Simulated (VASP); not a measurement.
# HF (Fm-3m) in VASP: notebook

Aim: see how the results for HF move with the level of theory and the settings. Levels: PBEsol, r2SCAN+rVV10. Tasks: single point, relaxation of cell and atoms.

Program: VASP 6.6.1. These are calculated values, not measurements. Logs are shortened: lines on timing, memory, paths and dates and some standing lists are left out, and cuts for length are marked.

## Step 1: The cell of the first run

The structure is cubic, space group Fm-3m (No. 225). Conventional cell: a = 3.439 Å, b = 3.439 Å, c = 3.439 Å, α = 90.00°, β = 90.00°, γ = 90.00°. Within 2.3 Å of H (site symmetry m-3m) lie 6 F at 1.72 Å. Within 2.3 Å of F (site symmetry m-3m) lie 6 H at 1.72 Å.

## Step 2: Single point, PBEsol

Contents of INCAR:

```
PREC     = Accurate       # precision mode
ENCUT    = 520            # plane-wave cutoff, eV
EDIFF    = 1E-6           # SCF threshold, eV
ISMEAR   = -1             # smearing method
SIGMA    = 0.03           # smearing width, eV
LREAL    = F              # projectors in reciprocal space
LASPH    = T              # aspherical terms in the spheres
NELM     = 100            # most SCF steps
ALGO     = Normal         # electronic algorithm
ISIF     = 2              # what is computed and relaxed
LWAVE    = F              # write WAVECAR
LCHARG   = T              # write CHGCAR
GGA      = PS             # functional
LELF     = T              # ELF
LVHAR    = T            
NBANDS   = 11             # bands
```

Contents of KPOINTS:

```
Automatic mesh
0
Gamma
  8 8 8
```

Contents of POSCAR:

```
HF
1.0
    0.0000000000      1.7196763548      1.7196763548
    1.7196763548      0.0000000000      1.7196763548
    1.7196763548      1.7196763548      0.0000000000
H F
1 1
Direct
    0.0000000000      0.0000000000      0.0000000000
    0.5000000000      0.5000000000      0.5000000000
```

Potentials or basis: VASP PAW PBE potentials, release 64 (H, F).

Command:

```
$ cat potpaw_PBE.64/H/POTCAR potpaw_PBE.64/F/POTCAR > POTCAR
$ mpirun -np 1 vasp_std > vasp.out
```

OUTCAR:

```text
PREC = Accurate
   ENCUT = 520
   EDIFF = 1E-6
   ISMEAR = -1
   LREAL = F
   LASPH = T
   NELM = 100
   ISIF = 2
   GGA = PS

 ion  position               nearest neighbor table
   1  0.000  0.000  0.000-
   2  0.500  0.500  0.500-

  LATTYP: Found a face centered cubic cell.
 ALAT       =     3.4393527096

  Lattice vectors:

 A1 = (   0.0000000000,   1.7196763548,   1.7196763548)
 A2 = (   1.7196763548,   0.0000000000,   1.7196763548)
 A3 = (   1.7196763548,   1.7196763548,   0.0000000000)

Analysis of symmetry for initial positions (statically):
=====================================================================
 Subroutine PRICEL returns:
 Original cell was already a primitive cell.

 Routine SETGRP: Setting up the symmetry group for a
 face centered cubic supercell.

 Subroutine GETGRP returns: Found 48 space group operations
 (whereof 48 operations were pure point group operations)
 out of a pool of 48 trial point group operations.

The static configuration has the point symmetry O_h .

Analysis of symmetry for dynamics (positions and initial velocities):
=====================================================================
 Subroutine PRICEL returns:
 Original cell was already a primitive cell.

 Routine SETGRP: Setting up the symmetry group for a
 face centered cubic supercell.

 Subroutine GETGRP returns: Found 48 space group operations
 (whereof 48 operations were pure point group operations)
 out of a pool of 48 trial point group operations.

The dynamic configuration has the point symmetry O_h .

 Subroutine INISYM returns: Found 48 space group operations
 (whereof 48 operations are pure point group operations),
 and found     1 'primitive' translations

----------------------------------------------------------------------------------------

                                     Primitive cell

  volume of cell :      10.1712

  direct lattice vectors                    reciprocal lattice vectors
     0.000000000  1.719676355  1.719676355    -0.290752384  0.290752384  0.290752384
     1.719676355  0.000000000  1.719676355     0.290752384 -0.290752384  0.290752384
     1.719676355  1.719676355  0.000000000     0.290752384  0.290752384 -0.290752384

  length of vectors
     2.431989624  2.431989624  2.431989624     0.503597902  0.503597902  0.503597902

  position of ions in fractional coordinates (direct lattice)
     0.000000000  0.000000000  0.000000000
     0.500000000  0.500000000  0.500000000

  ion indices of the primitive-cell ions
   primitive index   ion index
                 1           1
                 2           2

----------------------------------------------------------------------------------------

 KPOINTS: Automatic mesh

Automatic generation of k-mesh.
 Grid dimensions read from file:
 generate k-points for:    8    8    8

 Generating k-lattice:

  Cartesian coordinates                     Fractional coordinates (reciprocal lattice)
    -0.036344048  0.036344048  0.036344048     0.125000000  0.000000000  0.000000000
     0.036344048 -0.036344048  0.036344048     0.000000000  0.125000000  0.000000000
     0.036344048  0.036344048 -0.036344048     0.000000000  0.000000000  0.125000000

  Length of vectors
     0.062949738  0.062949738  0.062949738

  Shift w.r.t. Gamma in fractional coordinates (k-lattice)
     0.000000000  0.000000000  0.000000000

 Subroutine IBZKPT returns following result:
 ===========================================

 Found     29 irreducible k-points:

 Following reciprocal coordinates:
            Coordinates               Weight
  0.000000  0.000000  0.000000      1.000000
  0.125000  0.000000  0.000000      8.000000
  0.250000  0.000000  0.000000      8.000000
  0.375000  0.000000  0.000000      8.000000
  0.500000  0.000000  0.000000      4.000000
  0.125000  0.125000  0.000000      6.000000
[... 16 lines left out ...]
  0.500000  0.250000  0.125000     48.000000
 -0.375000  0.250000  0.125000     24.000000
 [... further k-points ...]
   k-points           NKPTS =     29   k-points in BZ     NKDIM =     29   number of bands    NBANDS=     11
   number of dos      NEDOS =    301   number of ions     NIONS =      2
   total plane-waves  NPLWV =   5832
   dimension x,y,z NGX =    18 NGY =   18 NGZ =   18
   dimension x,y,z NGXF=    36 NGYF=   36 NGZF=   36
   ions per type =               1   1
   NGX,Y,Z   is equivalent  to a cutoff of  12.30, 12.30, 12.30 a.u.
   NGXF,Y,Z  is equivalent  to a cutoff of  24.61, 24.61, 24.61 a.u.
 SYSTEM =  unknown system
   PREC   = accura    normal or accurate (medium, high low for compatibility)
   ISTART =      0    job   : 0-new  1-cont  2-samecut
   ICHARG =      2    charge: 1-file 2-atom 10-const
   ISPIN  =      1    spin polarized calculation?
   LNONCOLLINEAR =      F non collinear calculations
   LSORBIT =      F    spin-orbit coupling
   LASPH  =      T    aspherical Exc in radial PAW
   ENCUT  =  520.0 eV  38.22 Ry    6.18 a.u.   4.52  4.52  4.52*2*pi/ulx,y,z
   NELM   =    100;   NELMIN=  2; NELMDL= -5     # of ELM steps
   EDIFF  = 0.1E-05   stopping-criterion for ELM
   LREAL  =      F    real-space projection
   EDIFFG = 0.1E-04   stopping-criterion for IOM
   NSW    =      0    number of steps for IOM
   IBRION =     -1    ionic relax: 0-MD 1-quasi-New 2-CG
   NFREE  =      0    steps in history (QN), initial steepest desc. (CG)
   ISIF   =      2    stress and relaxation
   ISYM   =      2    0-nonsym 1-usesym 2-fastsym
   POTIM  = 0.5000    time-step for ionic-motion
   TEBEG  =    0.0;   TEEND  =   0.0 temperature during run
   PSTRESS=    0.0 pullay stress
   NELECT =       8.0000    total number of electrons
   NUPDOWN=      -1.0000    fix difference up-down
   EMIN   =  10.00;   EMAX   =-10.00  energy-range for DOS
   EFERMI =   0.00;   METHOD = LEGACY
   ISMEAR =    -1;   SIGMA  =   0.03  broadening in eV -4-tet -1-fermi 0-gaus
   EFERMI_NEDOS =   21; number of points for ismear=-14 and -15
   IALGO  =     38    algorithm
   IMIX   =      4    mixing-type and parameters
     AMIX     =   0.40;   BMIX     =  1.00
     AMIX_MAG =   1.60;   BMIX_MAG =  1.00
  volume/ion in A,a.u.               =       5.09        34.32
  Fermi-wavevector in a.u.,A,eV,Ry     =   1.511175  2.855707 31.070945  2.283650
  Thomas-Fermi vector in A             =   2.621267
   LORBIT       =      0    0 simple, 1 ext, 2 COOP (PROOUT), +10 PAW based schemes
   GGA     = PS    functional components
   LHFCALC =     F    Hartree Fock is set to
   AEXX    =    0.0000 exact exchange contribution
   IVDW    =     0    specifies the selected vdW correction
   LEPSILON=     F    determine dielectric tensor
   LRPA    =     F    only Hartree local field effects (RPA)
 non-spin polarized calculation
  energy-cutoff  :      520.00
  volume of cell :       10.17
 maximum number of plane-waves:       290
   NGX =  9   NGY =  9   NGZ =  9

 number of electron       8.0000000 magnetization

 Free energy of the ion-electron system (eV)
  ---------------------------------------------------
  ext. energy  EPLUGINS =         0.00000000
  ---------------------------------------------------
  free energy    TOTEN  =        -6.21686231 eV

  energy without entropy =       -6.21686231  energy(sigma->0) =       -6.21686231

 E-fermi :   1.2144     XC(G=0): -12.0324

 val. band max:        0.4826190727   @ k =   0.0000   0.0000   0.0000
 cond. band min:       3.5818001289   @ k =   0.0000   0.0000   0.0000
 fundamental gap:      3.0991810562
 Fermi energy:         1.2143844136

 k-point     1 :       0.0000    0.0000    0.0000
  band No.  band energies     occupation
      1     -22.5385      2.00000
      2       0.4826      2.00000
      3       0.4826      2.00000
      4       0.4826      2.00000
      5       3.5818      0.00000
      6      30.4609      0.00000
      7      31.4054      0.00000
      8      31.4054      0.00000
      9      31.4054      0.00000
     10      35.4292      0.00000
     11      36.5930      0.00000

 k-point     2 :       0.1250    0.0000    0.0000
  band No.  band energies     occupation
      1     -22.2559      2.00000
      2      -1.2466      2.00000
      3       0.4129      2.00000
      4       0.4129      2.00000
      5       5.1103      0.00000
      6      26.3219      0.00000
      7      29.6088      0.00000
      8      31.0908      0.00000
      9      31.0908      0.00000
     10      35.3774      0.00000
     11      35.3774      0.00000

 k-point     3 :       0.2500    0.0000    0.0000
  band No.  band energies     occupation
      1     -21.5057      2.00000
      2      -3.8592      2.00000
      3       0.2501      2.00000
      4       0.2501      2.00000
      5       7.2236      0.00000
      6      21.2568      0.00000
      7      28.6507      0.00000
      8      29.2330      0.00000
      9      29.2330      0.00000
     10      36.7226      0.00000
     11      36.7226      0.00000

 k-point     4 :       0.3750    0.0000    0.0000
  band No.  band energies     occupation
      1     -20.6182      2.00000
      2      -6.0156      2.00000
      3       0.0951      2.00000
      4       0.0951      2.00000
      5       8.9454      0.00000
      6      17.7082      0.00000
      7      27.5222      0.00000
      8      27.5222      0.00000
      9      28.7047      0.00000
     10      40.0485      0.00000
     11      40.0485      0.00000
[... 239 lines left out ...]
 k-point    22 :       0.3750    0.2500    0.1250
  band No.  band energies     occupation
      1     -20.9360      2.00000
      2      -4.2026      2.00000
      3      -0.8348      2.00000
      4      -0.0602      2.00000
      5       7.3951      0.00000
      6      21.1621      0.00000
      7      22.8768      0.00000
      8      29.1424      0.00000
      9      32.6458      0.00000
     10      36.8605      0.00000
     11      43.0641      0.00000

 k-point    23 :       0.5000    0.2500    0.1250
  band No.  band energies     occupation
      1     -20.2089      2.00000
      2      -5.2932      2.00000
      3      -1.4373      2.00000
      4      -0.3806      2.00000
      5       7.8900      0.00000
      6      19.3068      0.00000
      7      22.5153      0.00000
      8      28.0668      0.00000
      9      34.8255      0.00000
     10      37.8518      0.00000
     11      43.0512      0.00000

 k-point    24 :      -0.3750    0.2500    0.1250
  band No.  band energies     occupation
      1     -19.8742      2.00000
      2      -5.7859      2.00000
      3      -1.6126      2.00000
      4      -0.5744      2.00000
      5       8.0568      0.00000
      6      18.5406      0.00000
      7      22.7359      0.00000
      8      27.6436      0.00000
      9      35.9695      0.00000
     10      38.0690      0.00000
     11      42.6272      0.00000

 [... further k-points ...]
[... 5 lines left out ...]
  --------------------------------------------------------------------------------------
  -------------------------------------------------------------------------------------
  Total       -0.0403464     -0.0403464     -0.0403464      0.0000000     -0.0000000      0.0000000
  in kB       -6.3554360     -6.3554360     -6.3554360      0.0000000     -0.0000000      0.0000000
  external PRESSURE =      -6.3554360 kB  Pullay stress =       0.0000000 kB

 VOLUME and BASIS-vectors are now :
 -----------------------------------------------------------------------------
  energy-cutoff  :      520.00
  volume of cell :       10.17
      direct lattice vectors                 reciprocal lattice vectors
     0.000000000  1.719676355  1.719676355    -0.290752384  0.290752384  0.290752384
     1.719676355  0.000000000  1.719676355     0.290752384 -0.290752384  0.290752384
     1.719676355  1.719676355  0.000000000     0.290752384  0.290752384 -0.290752384

 POSITION                                       TOTAL-FORCE (eV/Angst)
 -----------------------------------------------------------------------------------
      0.00000      0.00000      0.00000        -0.000000      0.000000      0.000000
      1.71968      1.71968      1.71968         0.000000     -0.000000      0.000000
 -----------------------------------------------------------------------------------
    total drift:                               -0.000000     -0.000000     -0.000000

  FREE ENERGIE OF THE ION-ELECTRON SYSTEM (eV)
  ---------------------------------------------------
  free  energy   TOTEN  =        -6.2168623129 eV

  energy  without entropy=       -6.2168623129  energy(sigma->0) =       -6.21686231
```

Wall time 9.1 s (1 thread of AMD EPYC 7R13, shared host); peak memory 0.08 GiB.

Results:

| Item | Value |
| --- | --- |
| Free energy | -6.2169 eV |
| Pressure | -0.6 GPa |
| Band gap on the k mesh | 3.10 eV, direct |

Caveat: the PAW data sets were made with another functional, which shifts forces and pressure a little. A k mesh can miss the band edges.

[end of part 1 of 2]
